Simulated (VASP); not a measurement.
Input of a VASP 6.6.1 run:

INCAR

```
  ALGO = Normal
  EDIFF = 1E-7
  EDIFFG = -0.002
  ENCUT = 520
  GGA_COMPAT = F
  IBRION = 2
  ISIF = 2
  ISMEAR = 0
  LASPH = T
  LCHARG = F
  LREAL = F
  LWAVE = F
  NELM = 120
  NELMIN = 4
  NSW = 60
  PREC = Accurate
  SIGMA = 0.02
```

File KPOINTS:

```
k-points
0
Gamma
  9 9 9
```

File POSCAR:

```
C
1.0
    0.0203326477      1.7595938803      1.7595938803
    1.7595938803      0.0203326477      1.7595938803
    1.7595938803      1.7595938803      0.0203326477
C
2
Direct
   -0.0001005299     -0.0001005299     -0.0001005299
    0.2501005299      0.2501005299      0.2501005299
```

Potentials or basis: VASP PAW LDA potentials, release 64 (C).

Run with:

```sh
$ cat potpaw_LDA.64/C/POTCAR > POTCAR
$ mpirun -np 1 vasp_std > vasp.out
```

**Question.** Predict the band gap on the k mesh.

**Answer.** 4.23 eV (least direct gap 5.33 eV).

**Question.** What does it give for the energy gained by relaxing?

**Answer.** 0.1 meV/atom.

The path:
```
step  energy change (eV)  largest force (eV/Å)  pressure (GPa)
   1              0.0000                0.1508           15.83
   2              0.0020                0.4291           15.65
   3             -0.0003                0.0000           15.77
```

Caveat: the cell differs from its parent crystal (strained cell); an odd mesh through Γ misses points on the zone boundary, where band edges can lie.
